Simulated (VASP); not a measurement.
# MgO (P6_3/mmc) in VASP: further runs, part 2 of 2

VASP 6.6.1. The steps go on from the part before.

## 3. Single point, LDA

This run uses another cell than the first one, of the same volume but with other edges.

INCAR reads:

```
PREC = Accurate ; ENCUT = 520
EDIFF = 1E-6 ; ISMEAR = 1
SIGMA = 0.05 ; LREAL = F
LASPH = T ; NELM = 60
ALGO = Normal ; ISIF = 2
LWAVE = F ; LCHARG = F
GGA = CA ; NBANDS = 16
```

KPOINTS reads:

```
Automatic mesh
0
Gamma
  12 12 6
```

POSCAR reads:

```
MgO
1.0
    3.7555867050      0.0000000000      0.0000000000
   -1.8777933525      3.2524334926      0.0000000000
    0.0000000000      0.0000000000      3.6005267763
Mg O
2 2
Direct
    0.6666666667      0.3333333333      0.7500000000
    0.3333333333      0.6666666667      0.2500000000
    0.6666666667      0.3333333333      0.2500000000
    0.3333333333      0.6666666667      0.7500000000
```

Potentials or basis: VASP PAW LDA potentials, release 64 (Mg, O).

The run is started by

```console
cat potpaw_LDA.64/Mg/POTCAR potpaw_LDA.64/O/POTCAR > POTCAR
mpirun -np 1 vasp_std > vasp.out
```

OUTCAR:

```text
PREC = Accurate
   ENCUT = 520
   EDIFF = 1E-6
   ISMEAR = 1
   LREAL = F
   LASPH = T
   NELM = 60
   ISIF = 2
   GGA = CA

 ion  position               nearest neighbor table
   1  0.667  0.333  0.750-   3 1.80   3 1.80   4 2.17   4 2.17   4 2.17   2 2.82   2 2.82   2 2.82
                             2 2.82   2 2.82   2 2.82
   2  0.333  0.667  0.250-   4 1.80   4 1.80   3 2.17   3 2.17   3 2.17   1 2.82   1 2.82   1 2.82
                             1 2.82   1 2.82   1 2.82
   3  0.667  0.333  0.250-   1 1.80   1 1.80   2 2.17   2 2.17   2 2.17
   4  0.333  0.667  0.750-   2 1.80   2 1.80   1 2.17   1 2.17   1 2.17

  LATTYP: Found a hexagonal cell.
 ALAT       =     3.7555867050
 C/A-ratio  =     0.9587121958

  Lattice vectors:

 A1 = (   3.7555867050,   0.0000000000,   0.0000000000)
 A2 = (  -1.8777933525,   3.2524334926,   0.0000000000)
 A3 = (   0.0000000000,   0.0000000000,   3.6005267763)

Analysis of symmetry for initial positions (statically):
=====================================================================
 Subroutine PRICEL returns:
 Original cell was already a primitive cell.

 Routine SETGRP: Setting up the symmetry group for a
 hexagonal supercell.

 Subroutine GETGRP returns: Found 24 space group operations
 (whereof 12 operations were pure point group operations)
 out of a pool of 24 trial point group operations.

The static configuration has the point symmetry D_3d.
 The point group associated with its full space group is D_6h.

Analysis of symmetry for dynamics (positions and initial velocities):
=====================================================================
 Subroutine PRICEL returns:
 Original cell was already a primitive cell.

 Routine SETGRP: Setting up the symmetry group for a
 hexagonal supercell.

 Subroutine GETGRP returns: Found 24 space group operations
 (whereof 12 operations were pure point group operations)
 out of a pool of 24 trial point group operations.

[... 121 lines left out ...]
   EFERMI_NEDOS =   21; number of points for ismear=-14 and -15
   IALGO  =     38    algorithm
   IMIX   =      4    mixing-type and parameters
     AMIX     =   0.40;   BMIX     =  1.00
     AMIX_MAG =   1.60;   BMIX_MAG =  1.00
  volume/ion in A,a.u.               =      10.99        74.20
  Fermi-wavevector in a.u.,A,eV,Ry     =   1.168685  2.208494 18.583167  1.365824
  Thomas-Fermi vector in A             =   2.305168
   LORBIT       =      0    0 simple, 1 ext, 2 COOP (PROOUT), +10 PAW based schemes
   GGA     = CA    functional components
   LHFCALC =     F    Hartree Fock is set to
   AEXX    =    0.0000 exact exchange contribution
   IVDW    =     0    specifies the selected vdW correction
   LEPSILON=     F    determine dielectric tensor
   LRPA    =     F    only Hartree local field effects (RPA)
 non-spin polarized calculation
 Methfessel and Paxton  Order N= 1 SIGMA  =   0.05
  energy-cutoff  :      520.00
  volume of cell :       43.98
 maximum number of plane-waves:      1198
 NGX is ok and might be reduce to    28

 number of electron      16.0000008 magnetization

 Free energy of the ion-electron system (eV)
  ---------------------------------------------------
  ext. energy  EPLUGINS =         0.00000000
  ---------------------------------------------------
  free energy    TOTEN  =       -25.34895970 eV

  energy without entropy =      -25.34923696  energy(sigma->0) =      -25.34905212

 E-fermi :   1.5033     XC(G=0): -10.4713

 val. band max:        1.4846072474   @ k =   0.5000  -0.0000   0.0000
 cond. band min:       4.6988260543   @ k =   0.0000   0.0000   0.0000
 fundamental gap:      3.2142188069
 Fermi energy:         1.5032906482

 k-point     1 :       0.0000    0.0000    0.0000
  band No.  band energies     occupation
      1     -15.2234      2.00000
      2     -13.5342      2.00000
      3      -1.4580      2.00000
      4      -0.6333      2.00000
      5      -0.6333      2.00000
      6       0.9270      2.00000
[... 433 lines left out ...]
      3      -1.8839      2.00000
      4      -1.0236      2.00000
      5      -0.8793      2.00000
      6      -0.2247      2.00000
[... 8 lines left out ...]
     15      16.7073      0.00000
     16      17.9882      0.00000

 [... further k-points ...]
[... 5 lines left out ...]
  --------------------------------------------------------------------------------------
  -------------------------------------------------------------------------------------
  Total       -2.8469049     -2.8469049     16.1762650      0.0000000      0.0000000     -0.0000000
  in kB     -103.7125430   -103.7125430    589.3001792      0.0000000      0.0000000     -0.0000000
  external PRESSURE =     127.2916977 kB  Pullay stress =       0.0000000 kB

 VOLUME and BASIS-vectors are now :
 -----------------------------------------------------------------------------
  energy-cutoff  :      520.00
  volume of cell :       43.98
      direct lattice vectors                 reciprocal lattice vectors
     3.755586705  0.000000000  0.000000000     0.266269981  0.153731045  0.000000000
    -1.877793352  3.252433493  0.000000000     0.000000000  0.307462090  0.000000000
     0.000000000  0.000000000  3.600526776     0.000000000  0.000000000  0.277737137

 POSITION                                       TOTAL-FORCE (eV/Angst)
 -----------------------------------------------------------------------------------
      1.87779      1.08414      2.70040        -0.000000      0.000000      0.000000
     -0.00000      2.16829      0.90013        -0.000000      0.000000      0.000000
      1.87779      1.08414      0.90013        -0.000000     -0.000000      0.000000
     -0.00000      2.16829      2.70040         0.000000     -0.000000      0.000000
 -----------------------------------------------------------------------------------
    total drift:                               -0.000000      0.000000     -0.000000

  FREE ENERGIE OF THE ION-ELECTRON SYSTEM (eV)
  ---------------------------------------------------
  free  energy   TOTEN  =       -25.3489596999 eV

  energy  without entropy=      -25.3492369602  energy(sigma->0) =      -25.34905212
```

OSZICAR:

```text
N       E                     dE             d eps       ncg     rms          rms(c)
DAV:   1     0.608837418669E+02    0.60884E+02   -0.76358E+03  2448   0.891E+02
DAV:   2    -0.262337038039E+02   -0.87117E+02   -0.79097E+02  3264   0.199E+02
DAV:   3    -0.302126090708E+02   -0.39789E+01   -0.39667E+01  2952   0.437E+01
DAV:   4    -0.302296765204E+02   -0.17067E-01   -0.17066E-01  3056   0.333E+00
DAV:   5    -0.302297638270E+02   -0.87307E-04   -0.87305E-04  3008   0.222E-01    0.119E+01
DAV:   6    -0.255937085291E+02    0.46361E+01   -0.11266E+01  2816   0.264E+01    0.364E+00
DAV:   7    -0.254459085467E+02    0.14780E+00   -0.23882E-01  2544   0.343E+00    0.220E+00
DAV:   8    -0.253531810650E+02    0.92727E-01   -0.16007E-01  2848   0.366E+00    0.610E-01
DAV:   9    -0.253490140833E+02    0.41670E-02   -0.20627E-02  2904   0.118E+00    0.154E-01
DAV:  10    -0.253489880859E+02    0.25997E-04   -0.14169E-03  2744   0.322E-01    0.310E-02
DAV:  11    -0.253489598783E+02    0.28208E-04   -0.10900E-04  2984   0.831E-02    0.122E-02
DAV:  12    -0.253489596999E+02    0.17837E-06   -0.35114E-06  2984   0.124E-02
   1 F= -.25348960E+02 E0= -.25349052E+02  d E =0.277260E-03
```

It took 37 s on 1 thread of Intel Xeon Platinum 8259CL at 2.50GHz (Skylake/Cascade Lake), shared host; peak memory 0.17 GiB.

What came out:

```
Free energy            : -25.3490 eV
Pressure               : 12.7 GPa
Band gap on the k mesh : 3.21 eV, indirect (least direct gap 3.47 eV)
```

A k mesh can miss the band edges. LDA gaps usually lie below the measured ones, often by a third to a half.
